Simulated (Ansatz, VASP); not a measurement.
SiC in VASP and in Ansatz

Contents of INCAR:

```
PREC = Accurate ; ENCUT = 600
EDIFF = 1E-6 ; ISMEAR = 0
SIGMA = 0.05 ; LREAL = F
LASPH = T ; NELM = 120
ALGO = Normal ; ISIF = 2
LWAVE = F ; LCHARG = F
GGA = PE ; NBANDS = 11
GGA_COMPAT = F
```

Contents of KPOINTS:

```
Automatic mesh
0
Gamma
  10 10 10
```

POSCAR

```
SiC
1.0
    0.0000000000      2.2117572799      2.3321995080
    2.0256192910      0.0000000000      2.3321995080
    2.0256192910      2.2117572799      0.0000000000
Si C
1 1
Direct
    0.0000000000      0.0000000000      0.0000000000
    0.7500000000      0.7500000000      0.7500000000
```

Input for Ansatz:

```yaml
crystal:
  lattice:
    - [0.0, 2.2117572799, 2.332199508]
    - [2.025619291, 0.0, 2.332199508]
    - [2.025619291, 2.2117572799, 0.0]
  atoms:
    - { symbol: Si, position: [0.0, 0.0, 0.0] }
    - { symbol: C, position: [0.75, 0.75, 0.75] }
basis:
  ecutwfc: 520.0
kpoints:
  mp_grid: { grid: [10, 10, 10] }
hamiltonian:
  xc: pbe
scf:
  occupations: { method: gaussian, width: 0.05 }
output:
  forces: true
  stress: true
  eigenvalues: true
```

Change from the starting cell: strain +e along x and -e along y -0.0700, strain +e along z and -e/2 along x and y +0.0100.

Alike in both runs: task single point; functional PBE; k mesh 10 × 10 × 10; occupations gaussian, width 0.05 eV; no spin polarisation.

|  | VASP | Ansatz |
| --- | --- | --- |
| version | VASP 6.6.1 | Ansatz 0.2.0 |
| potentials or method | VASP PAW PBE potentials, release 64 (Si, C), cutoff 600 eV | scalar-relativistic, plane waves, PAW |
| valence electrons in the cell | 8 | 8 |

Ansatz gave:

| Quantity | Value |
| --- | --- |
| gap on the k mesh at the Fermi level (eV) | 0.31 |
| least direct gap on the mesh (eV) | 4.42 |
| pressure (GPa) | 0.0 |
| traceless stress, the component that is largest in VASP (GPa) | -18.16 |

**Question.** What did VASP give for the same quantities?

**Answer.** gap on the k mesh at the Fermi level (eV): 0.31; least direct gap on the mesh (eV): 4.42; pressure (GPa): -0.2; traceless stress, the component that is largest in VASP (GPa): -18.21.
